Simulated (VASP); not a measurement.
# MoS2 (l.B) in VASP: single point with LDA

Aim: the single point of MoS2 (l.B) with LDA.

Program: VASP 6.6.1. These are calculated values, not measurements. Logs are shortened: lines on timing, memory, paths and dates and some standing lists are left out, and cuts for length are marked.

### Step 1. The cell of the first run

The cell holds a sheet with vacuum, 3 atoms: a = 3.120 Å, b = 3.120 Å, c = 30.040 Å, α = 90.00°, β = 90.00°, γ = 120.00°.

### Step 2. Single point, LDA

Input file INCAR:

```
PREC = Accurate
ENCUT = 400
EDIFF = 1E-6
ISMEAR = 0
SIGMA = 0.03
LREAL = False
LASPH = True
NELM = 120
ALGO = Normal
ISIF = 2
LWAVE = False
LCHARG = True
LDIPOL = True
IDIPOL = 3
DIPOL = 0.5 0.5 0.285
LELF = True
LVHAR = True
LVACPOTAV = True
NBANDS = 20
GGA_COMPAT = False
NELMDL = -8
```

Input file KPOINTS:

```
Automatic mesh
0
Gamma
  12 12 1
```

Input file POSCAR:

```
MoS2
1.0
    3.1200732043      0.0000000000      0.0000000000
   -1.5600366021      2.7020626566      0.0000000000
    0.0000000000      0.0000000000     30.0399999981
S Mo
2 1
Direct
    0.6666666667      0.3333333333      0.2332572952
    0.6666666667      0.3333333333      0.3366494958
    0.3333333333      0.6666666667      0.2849533955
```

Potentials or basis: VASP PAW LDA potentials, release 64 (S, Mo_sv).

Started as:

```
> cat potpaw_LDA.64/S/POTCAR potpaw_LDA.64/Mo_sv/POTCAR > POTCAR
> mpirun -np 1 vasp_std > vasp.out
```

OUTCAR:

```text
PREC = Accurate
   ENCUT = 400
   EDIFF = 1E-6
   ISMEAR = 0
   LREAL = False
   LASPH = True
   NELM = 120
   ISIF = 2
   NELMDL = -8

 ion  position               nearest neighbor table
   1  0.667  0.333  0.233-   3 2.38   3 2.38   3 2.38
   2  0.667  0.333  0.337-   3 2.38   3 2.38   3 2.38
   3  0.333  0.667  0.285-   1 2.38   2 2.38   1 2.38   2 2.38   1 2.38   2 2.38

  LATTYP: Found a hexagonal cell.
 ALAT       =     3.1200732043
 C/A-ratio  =     9.6279792271

  Lattice vectors:

 A1 = (   3.1200732043,   0.0000000000,   0.0000000000)
 A2 = (  -1.5600366021,   2.7020626566,   0.0000000000)
 A3 = (   0.0000000000,   0.0000000000,  30.0399999981)

Analysis of symmetry for initial positions (statically):
=====================================================================
 Subroutine PRICEL returns:
 Original cell was already a primitive cell.

 Routine SETGRP: Setting up the symmetry group for a
 hexagonal supercell.

 Subroutine GETGRP returns: Found 12 space group operations
 (whereof  6 operations were pure point group operations)
 out of a pool of 24 trial point group operations.

The static configuration has the point symmetry C_3v.
 The point group associated with its full space group is D_3h.

Analysis of symmetry for dynamics (positions and initial velocities):
=====================================================================
 Subroutine PRICEL returns:
 Original cell was already a primitive cell.

 Routine SETGRP: Setting up the symmetry group for a
 hexagonal supercell.

 Subroutine GETGRP returns: Found 12 space group operations
 (whereof  6 operations were pure point group operations)
 out of a pool of 24 trial point group operations.

The dynamic configuration has the point symmetry C_3v.
 The point group associated with its full space group is D_3h.

 Subroutine INISYM returns: Found 12 space group operations
 (whereof  6 operations are pure point group operations),
 and found     1 'primitive' translations

----------------------------------------------------------------------------------------

                                     Primitive cell

  volume of cell :     253.2562

  direct lattice vectors                    reciprocal lattice vectors
     3.120073204  0.000000000  0.000000000     0.320505301  0.185043822  0.000000000
    -1.560036602  2.702062657  0.000000000     0.000000000  0.370087643  0.000000000
     0.000000000  0.000000000 30.039999998     0.000000000  0.000000000  0.033288948

  length of vectors
     3.120073204  3.120073204 30.039999998     0.370087643  0.370087643  0.033288948

[... 81 lines left out ...]
   NFREE  =      0    steps in history (QN), initial steepest desc. (CG)
   ISIF   =      2    stress and relaxation
   ISYM   =      2    0-nonsym 1-usesym 2-fastsym
   POTIM  = 0.5000    time-step for ionic-motion
   TEBEG  =    0.0;   TEEND  =   0.0 temperature during run
   PSTRESS=    0.0 pullay stress
   NELECT =      26.0000    total number of electrons
   NUPDOWN=      -1.0000    fix difference up-down
   EMIN   =  10.00;   EMAX   =-10.00  energy-range for DOS
   EFERMI =   0.00;   METHOD = LEGACY
   ISMEAR =     0;   SIGMA  =   0.03  broadening in eV -4-tet -1-fermi 0-gaus
   EFERMI_NEDOS =   21; number of points for ismear=-14 and -15
   IALGO  =     38    algorithm
   IMIX   =      4    mixing-type and parameters
     AMIX     =   0.40;   BMIX     =  1.00
     AMIX_MAG =   1.60;   BMIX_MAG =  1.00
  volume/ion in A,a.u.               =      84.42       569.69
  Fermi-wavevector in a.u.,A,eV,Ry     =   0.766560  1.448588  7.994968  0.587614
  Thomas-Fermi vector in A             =   1.866925
   LORBIT       =      0    0 simple, 1 ext, 2 COOP (PROOUT), +10 PAW based schemes
   GGA     = CA    functional components
   LHFCALC =     F    Hartree Fock is set to
   AEXX    =    0.0000 exact exchange contribution
   IVDW    =     0    specifies the selected vdW correction
   LEPSILON=     F    determine dielectric tensor
   LRPA    =     F    only Hartree local field effects (RPA)
 non-spin polarized calculation
 Gauss-broadening in eV      SIGMA  =   0.03
  energy-cutoff  :      400.00
  volume of cell :      253.26
 maximum number of plane-waves:      4641
   NGX = 11   NGY = 11   NGZ = 97

 dipolmoment           0.000000      0.000000     -0.000007 electrons x Angstroem

 number of electron      26.0000001 magnetization

 dipolmoment           0.000000      0.000000      0.000005 electrons x Angstroem

 Free energy of the ion-electron system (eV)
  ---------------------------------------------------
  ext. energy  EPLUGINS =         0.00000000
  ---------------------------------------------------
  free energy    TOTEN  =       -24.36509319 eV

  energy without entropy =      -24.36509319  energy(sigma->0) =      -24.36509319

 E-fermi :  -3.3118     XC(G=0):  -2.6640

 val. band max:       -3.4460338472   @ k =   0.3333   0.3333   0.0000
 cond. band min:      -1.5770128868   @ k =   0.3333   0.3333   0.0000
 fundamental gap:      1.8690209604
 Fermi energy:        -3.3118326482

 k-point     1 :       0.0000    0.0000    0.0000
  band No.  band energies     occupation
      1     -63.8479      2.00000
      2     -38.2473      2.00000
      3     -37.9501      2.00000
      4     -37.9501      2.00000
      5     -17.6856      2.00000
      6     -16.2896      2.00000
[... 426 lines left out ...]
     19       4.1682      0.00000
     20       6.1495      0.00000

------------------------ aborting loop because EDIFF is reached ----------------------------------------

  FORCE on cell =-STRESS in cart. coord.  units (eV):
  Direction    XX          YY          ZZ          XY          YZ          ZX
  --------------------------------------------------------------------------------------
  -------------------------------------------------------------------------------------
  Total       -0.0276349     -0.0276349     -0.0536383     -0.0000000      0.0000000     -0.0000000
  in kB       -0.1748268     -0.1748268     -0.3393327     -0.0000000      0.0000000     -0.0000000
  external PRESSURE =      -0.2296621 kB  Pullay stress =       0.0000000 kB

 VOLUME and BASIS-vectors are now :
 -----------------------------------------------------------------------------
  energy-cutoff  :      400.00
  volume of cell :      253.26
      direct lattice vectors                 reciprocal lattice vectors
     3.120073204  0.000000000  0.000000000     0.320505301  0.185043822  0.000000000
    -1.560036602  2.702062657  0.000000000     0.000000000  0.370087643  0.000000000
     0.000000000  0.000000000 30.039999998     0.000000000  0.000000000  0.033288948

 POSITION                                       TOTAL-FORCE (eV/Angst)
 -----------------------------------------------------------------------------------
      1.56004      0.90069      7.00705         0.000000     -0.000000     -0.013570
      1.56004      0.90069     10.11295         0.000000     -0.000000      0.013570
     -0.00000      1.80138      8.56000        -0.000000      0.000000      0.000000
 -----------------------------------------------------------------------------------
    total drift:                                0.000001     -0.000000      0.000067

  FREE ENERGIE OF THE ION-ELECTRON SYSTEM (eV)
  ---------------------------------------------------
  free  energy   TOTEN  =       -24.3650931909 eV

  energy  without entropy=      -24.3650931909  energy(sigma->0) =      -24.36509319

 vacuum level on the upper side and lower side of the slab         2.709         2.709
```

stdout:

```text
POSCAR found type information on POSCAR S Mo
 POSCAR found :  2 types and       3 ions
 scaLAPACK will be used
 LDA part: xc-table for (Slater(with rela. corr.)+CA(PZ))
 , standard interpolation
 POSCAR, INCAR and KPOINTS ok, starting setup
 FFT: planning ... GRIDC
 FFT: planning ... GRID_SOFT
 FFT: planning ... GRID
 WAVECAR not read
 entering main loop
 -----------------------------------------------------------------------------
|                                                                             |
|           W    W    AA    RRRRR   N    N  II  N    N   GGGG   !!!           |
|           W    W   A  A   R    R  NN   N  II  NN   N  G    G  !!!           |
|           W    W  A    A  R    R  N N  N  II  N N  N  G       !!!           |
|           W WW W  AAAAAA  RRRRR   N  N N  II  N  N N  G  GGG   !            |
|           WW  WW  A    A  R   R   N   NN  II  N   NN  G    G                |
|           W    W  A    A  R    R  N    N  II  N    N   GGGG   !!!           |
|                                                                             |
|     Did not find any points to average over, which means that no vacuum     |
|     field-free region was found. Please increase the size of  your cell     |
|     in the dimension of the dipole correction to obtain accurate            |
|     workfunction values.                                                    |
|                                                                             |
 -----------------------------------------------------------------------------
```

It took 61 s on 1 thread of AMD EPYC 9R45 (Zen 5), shared host; peak memory 0.21 GiB.

Results:

| Property | Result |
| --- | --- |
| Free energy | -24.3651 eV |
| Largest force | 0.014 eV/Å |
| Band gap on the k mesh | 1.87 eV, direct |

Forces in eV/Å, atoms in the order of the input:
```
S    0.000  0.000 -0.014
S    0.000  0.000  0.014
Mo   0.000  0.000  0.000
```

Levels at points of the mesh, in eV from the valence-band top:
```csv
k point,band 11,band 12,band 13,band 14,band 15,band 16
"(0.00, 0.00, 0.00)",-1.45,-1.45,-0.11,2.96,2.96,3.25
"(0.50, 0.00, 0.00)",-1.92,-0.83,-0.63,2.48,2.98,3.99
```
